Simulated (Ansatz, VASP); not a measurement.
**BP in VASP and in Ansatz**

```xyz
2
Lattice="2.9705 0.0000 0.0000 0.0000 2.9705 0.0000 0.0000 0.0000 3.2974" Properties=species:S:1:pos:R:3 pbc="T T T"
B     0.0000    0.0000    0.0000
P     1.4852    1.4852    1.6487
```

Change from the starting cell: species swapped into the TaRu type (P4/mmm, No. 123).

Alike in both runs: task single point; functional PBE; k mesh 6 × 6 × 6; occupations gaussian, width 0.1 eV; no spin polarisation.

```csv
,VASP,Ansatz
version,VASP 6.6.1,Ansatz 0.2.0
potentials or method,"VASP PAW PBE potentials, release 64 (B, P), cutoff 520 eV","scalar-relativistic, plane waves, PAW"
valence electrons in the cell,8,8
```

|  | VASP | Ansatz | Ansatz less VASP |
| --- | --- | --- | --- |
| gap on the k mesh at the Fermi level (eV) | none | none | - |
| pressure (GPa) | -21.5 | -21.5 | +0.06 |
| traceless stress, the component that is largest in VASP (GPa) | -0.53 | -0.54 | -0.012 |

A gap of «none» marks a metal or a gap that the smearing closes.
